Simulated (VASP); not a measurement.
# ZnS (P6_3mc) in VASP: notebook

The runs below take ZnS through single point, with LDA, PBE.

Everything below comes from runs of VASP 6.6.1. Logs are shortened: lines on timing, memory, paths and dates and some standing lists are left out, and cuts for length are marked.

## Step 1: The cell of the first run

Symmetry: P6_3mc, No. 186, hexagonal system. The conventional cell has a = 3.808 Å, b = 3.808 Å, c = 12.466 Å, α = 90.00°, β = 90.00°, γ = 120.00°. Within 3.1 Å of Zn (site symmetry 3m) lie 4 S at 2.33 to 2.34 Å. Within 3.1 Å of Zn (site symmetry 3m) lie 4 S at 2.33 Å. Within 3.1 Å of S (site symmetry 3m) lie 4 Zn at 2.33 to 2.34 Å. Within 3.1 Å of S (site symmetry 3m) lie 4 Zn at 2.33 Å.

## Step 2: Single point, LDA

Contents of INCAR:

```
SYSTEM = ZnS
  PREC = Accurate
  ENCUT = 520
  EDIFF = 1E-7
  ISMEAR = 0
  SIGMA = 0.01
  LREAL = .False.
  LASPH = .True.
  NELM = 80
  ALGO = Normal
  ISIF = 2
  LWAVE = .False.
  LCHARG = .True.
  LELF = .True.
  LVHAR = .True.
  NBANDS = 46
```

Contents of KPOINTS:

```
regular mesh
0
Gamma
  12 12 2
  0 0 0
```

Contents of POSCAR:

```
ZnS
1.0
    3.8076376105      0.0000000000      0.0000000000
   -1.9038188052      3.2975108991      0.0000000000
    0.0000000000      0.0000000000     12.4659011170
Zn S
4 4
Direct
    0.6666666667      0.3333333333      0.7500670996
    0.3333333333      0.6666666667      0.2500670996
    0.0000000000      0.0000000000      0.5001049786
    0.0000000000      0.0000000000      0.0001049786
    0.6666666667      0.3333333333      0.9375878845
    0.3333333333      0.6666666667      0.4375878845
    0.0000000000      0.0000000000      0.6872390373
    0.0000000000      0.0000000000      0.1872390373
```

Potentials or basis: VASP PAW LDA potentials, release 64 (Zn, S).

Run with:

```console
$ cat potpaw_LDA.64/Zn/POTCAR potpaw_LDA.64/S/POTCAR > POTCAR
$ mpirun -np 1 vasp_std > vasp.out
```

OUTCAR:

```text
SYSTEM = ZnS
   PREC = Accurate
   ENCUT = 520
   EDIFF = 1E-7
   ISMEAR = 0
   LREAL = .False.
   LASPH = .True.
   NELM = 80
   ISIF = 2

 ion  position               nearest neighbor table
   1  0.667  0.333  0.750-   7 2.33   7 2.33   7 2.33   5 2.34
   2  0.333  0.667  0.250-   8 2.33   8 2.33   8 2.33   6 2.34
   3  0.000  0.000  0.500-   6 2.33   6 2.33   6 2.33   7 2.33
   4  0.000  0.000  0.000-   5 2.33   5 2.33   5 2.33   8 2.33
   5  0.667  0.333  0.938-   4 2.33   4 2.33   4 2.33   1 2.34
   6  0.333  0.667  0.438-   3 2.33   3 2.33   3 2.33   2 2.34
   7  0.000  0.000  0.687-   3 2.33   1 2.33   1 2.33   1 2.33
   8  0.000  0.000  0.187-   4 2.33   2 2.33   2 2.33   2 2.33

  LATTYP: Found a hexagonal cell.
 ALAT       =     3.8076376105
 C/A-ratio  =     3.2739200502

  Lattice vectors:

 A1 = (   3.8076376105,   0.0000000000,   0.0000000000)
 A2 = (  -1.9038188052,   3.2975108991,   0.0000000000)
 A3 = (   0.0000000000,   0.0000000000,  12.4659011170)

Analysis of symmetry for initial positions (statically):
=====================================================================
 Subroutine PRICEL returns:
 Original cell was already a primitive cell.

 Routine SETGRP: Setting up the symmetry group for a
 hexagonal supercell.

 Subroutine GETGRP returns: Found 12 space group operations
 (whereof  6 operations were pure point group operations)
 out of a pool of 24 trial point group operations.

The static configuration has the point symmetry C_3v.
 The point group associated with its full space group is C_6v.

Analysis of symmetry for dynamics (positions and initial velocities):
=====================================================================
 Subroutine PRICEL returns:
 Original cell was already a primitive cell.

 Routine SETGRP: Setting up the symmetry group for a
 hexagonal supercell.

 Subroutine GETGRP returns: Found 12 space group operations
 (whereof  6 operations were pure point group operations)
 out of a pool of 24 trial point group operations.

The dynamic configuration has the point symmetry C_3v.
 The point group associated with its full space group is C_6v.

 Subroutine INISYM returns: Found 12 space group operations
 (whereof  6 operations are pure point group operations),
[... 103 lines left out ...]
   LNONCOLLINEAR =      F non collinear calculations
   LSORBIT =      F    spin-orbit coupling
   LASPH  =      T    aspherical Exc in radial PAW
   ENCUT  =  520.0 eV  38.22 Ry    6.18 a.u.   7.08  7.08 23.18*2*pi/ulx,y,z
   NELM   =     80;   NELMIN=  2; NELMDL= -5     # of ELM steps
   EDIFF  = 0.1E-06   stopping-criterion for ELM
   LREAL  =      F    real-space projection
   EDIFFG = 0.1E-05   stopping-criterion for IOM
   NSW    =      0    number of steps for IOM
   IBRION =     -1    ionic relax: 0-MD 1-quasi-New 2-CG
   NFREE  =      0    steps in history (QN), initial steepest desc. (CG)
   ISIF   =      2    stress and relaxation
   ISYM   =      2    0-nonsym 1-usesym 2-fastsym
   POTIM  = 0.5000    time-step for ionic-motion
   TEBEG  =    0.0;   TEEND  =   0.0 temperature during run
   PSTRESS=    0.0 pullay stress
   NELECT =      72.0000    total number of electrons
   NUPDOWN=      -1.0000    fix difference up-down
   EMIN   =  10.00;   EMAX   =-10.00  energy-range for DOS
   EFERMI =   0.00;   METHOD = LEGACY
   ISMEAR =     0;   SIGMA  =   0.01  broadening in eV -4-tet -1-fermi 0-gaus
   EFERMI_NEDOS =   21; number of points for ismear=-14 and -15
   IALGO  =     38    algorithm
   IMIX   =      4    mixing-type and parameters
     AMIX     =   0.40;   BMIX     =  1.00
     AMIX_MAG =   1.60;   BMIX_MAG =  1.00
  volume/ion in A,a.u.               =      19.56       132.03
  Fermi-wavevector in a.u.,A,eV,Ry     =   1.263758  2.388156 21.729641  1.597084
  Thomas-Fermi vector in A             =   2.397098
   LORBIT       =      0    0 simple, 1 ext, 2 COOP (PROOUT), +10 PAW based schemes
   GGA     = CA    functional components
   LHFCALC =     F    Hartree Fock is set to
   AEXX    =    0.0000 exact exchange contribution
   IVDW    =     0    specifies the selected vdW correction
   LEPSILON=     F    determine dielectric tensor
   LRPA    =     F    only Hartree local field effects (RPA)
 non-spin polarized calculation
 Gauss-broadening in eV      SIGMA  =   0.01
  energy-cutoff  :      520.00
  volume of cell :      156.52
 maximum number of plane-waves:      4239
   NGX = 15   NGY = 15   NGZ = 47

 number of electron      71.9999976 magnetization

 Free energy of the ion-electron system (eV)
  ---------------------------------------------------
  ext. energy  EPLUGINS =         0.00000000
  ---------------------------------------------------
  free energy    TOTEN  =       -32.73036298 eV

  energy without entropy =      -32.73036298  energy(sigma->0) =      -32.73036298

 E-fermi :   2.1023     XC(G=0): -10.0740

 val. band max:        2.0133196942   @ k =   0.0000   0.0000   0.0000
 cond. band min:       3.9724977244   @ k =   0.0000   0.0000   0.0000
 fundamental gap:      1.9591780301
 Fermi energy:         2.1022986701

 k-point     1 :       0.0000    0.0000    0.0000
  band No.  band energies     occupation
      1     -11.1672      2.00000
      2     -10.7317      2.00000
      3     -10.7229      2.00000
      4     -10.1984      2.00000
      5      -4.5210      2.00000
      6      -4.5140      2.00000
[... 1165 lines left out ...]
     45       9.3551      0.00000
     46       9.3551      0.00000

 [... further k-points ...]
[... 5 lines left out ...]
  --------------------------------------------------------------------------------------
  -------------------------------------------------------------------------------------
  Total       -3.6914176     -3.6914176     -3.6848634     -0.0000000      0.0000000     -0.0000000
  in kB      -37.7866361    -37.7866361    -37.7195454     -0.0000000      0.0000000     -0.0000000
  external PRESSURE =     -37.7642726 kB  Pullay stress =       0.0000000 kB

 VOLUME and BASIS-vectors are now :
 -----------------------------------------------------------------------------
  energy-cutoff  :      520.00
  volume of cell :      156.52
      direct lattice vectors                 reciprocal lattice vectors
     3.807637611  0.000000000  0.000000000     0.262630035  0.151629522  0.000000000
    -1.903818805  3.297510899  0.000000000     0.000000000  0.303259043  0.000000000
     0.000000000  0.000000000 12.465901117     0.000000000  0.000000000  0.080218830

 POSITION                                       TOTAL-FORCE (eV/Angst)
 -----------------------------------------------------------------------------------
      1.90382      1.09917      9.35026        -0.000000      0.000000     -0.005772
     -0.00000      2.19834      3.11731         0.000000     -0.000000     -0.005772
      0.00000      0.00000      6.23426         0.000000     -0.000000      0.002927
      0.00000      0.00000      0.00131        -0.000000      0.000000      0.002927
      1.90382      1.09917     11.68788        -0.000000      0.000000      0.004358
     -0.00000      2.19834      5.45493         0.000000     -0.000000      0.004358
      0.00000      0.00000      8.56705         0.000000      0.000000     -0.001514
      0.00000      0.00000      2.33410        -0.000000     -0.000000     -0.001514
 -----------------------------------------------------------------------------------
    total drift:                               -0.000001     -0.000002     -0.000068

  FREE ENERGIE OF THE ION-ELECTRON SYSTEM (eV)
  ---------------------------------------------------
  free  energy   TOTEN  =       -32.7303629829 eV

  energy  without entropy=      -32.7303629829  energy(sigma->0) =      -32.73036298
```

stdout:

```text
POSCAR found type information on POSCAR ZnS
 POSCAR found :  2 types and       8 ions
 scaLAPACK will be used
 LDA part: xc-table for (Slater(with rela. corr.)+CA(PZ))
 , standard interpolation
 POSCAR, INCAR and KPOINTS ok, starting setup
 FFT: planning ... GRIDC
 FFT: planning ... GRID_SOFT
 FFT: planning ... GRID
 WAVECAR not read
 entering main loop
```

Run time: 2.9 min. Hardware: 1 thread of Intel Xeon Platinum 8488C (Sapphire Rapids), shared host; peak memory 0.33 GiB.

Results:

- Free energy: -32.7304 eV
- Pressure: -3.8 GPa
- Largest force: 0.006 eV/Å
- Band gap on the k mesh: 1.96 eV

Forces on the atoms (eV/Å):
```
Zn   0.000  0.000 -0.006
Zn   0.000  0.000 -0.006
Zn   0.000  0.000  0.003
Zn   0.000  0.000  0.003
S    0.000  0.000  0.004
S    0.000  0.000  0.004
S    0.000  0.000 -0.002
S    0.000  0.000 -0.002
```

Caveat: the cell stands under tension. A k mesh can miss the band edges.

## Step 3: Single point, PBE

This run uses another cell than the first one, of 20.16 Å³/atom.

Contents of INCAR:

```
SYSTEM = ZnS
  ALGO = Normal
  EDIFF = 1E-7
  ENCUT = 520
  GGA = PE
  ISIF = 2
  ISMEAR = -1
  LASPH = .TRUE.
  LCHARG = .TRUE.
  LELF = .TRUE.
  LREAL = .FALSE.
  LVHAR = .TRUE.
  LWAVE = .FALSE.
  NBANDS = 46
  NELM = 100
  PREC = Accurate
  SIGMA = 0.02
```

Contents of KPOINTS:

```
k-points
0
G
  12 12 2
  0 0 0
```

Contents of POSCAR:

```
ZnS
1.0
    3.8461597052      0.0000000000      0.0000000000
   -1.9230798526      3.3308720117      0.0000000000
    0.0000000000      0.0000000000     12.5885466099
Zn S
4 4
Direct
    0.6666666667      0.3333333333      0.7500378013
    0.3333333333      0.6666666667      0.2500378013
    0.0000000000      0.0000000000      0.5000856200
    0.0000000000      0.0000000000      0.0000856200
    0.6666666667      0.3333333333      0.9376118136
    0.3333333333      0.6666666667      0.4376118136
    0.0000000000      0.0000000000      0.6872637651
    0.0000000000      0.0000000000      0.1872637651
```

Potentials or basis: VASP PAW PBE potentials, release 64 (Zn, S).

Run with:

```console
$ cat potpaw_PBE.64/Zn/POTCAR potpaw_PBE.64/S/POTCAR > POTCAR
$ mpirun -np 1 vasp_std > vasp.out
```

Wall time 4 min (1 thread of Intel Xeon Platinum 8488C (Sapphire Rapids), shared host); peak memory 0.39 GiB.

It converged, with:

- Free energy: -27.3994 eV
- Pressure: 0.2 GPa
- Band gap on the k mesh: 2.05 eV

Levels at points of the mesh, in eV from the valence-band top:
```tsv
k point	band 33	band 34	band 35	band 36	band 37	band 38	band 39	band 40
(0.00, 0.00, 0.00)	-0.44	-0.04	0.00	0.00	2.05	3.16	3.33	3.57
(0.50, 0.00, 0.00)	-1.54	-1.52	-1.07	-0.84	3.30	3.38	3.77	4.35
(0.00, 0.00, 0.50)	-0.14	-0.14	-0.14	-0.14	2.91	2.91	3.28	3.28
(0.50, 0.00, 0.50)	-1.46	-1.46	-1.06	-1.06	3.70	3.70	4.01	4.01
```
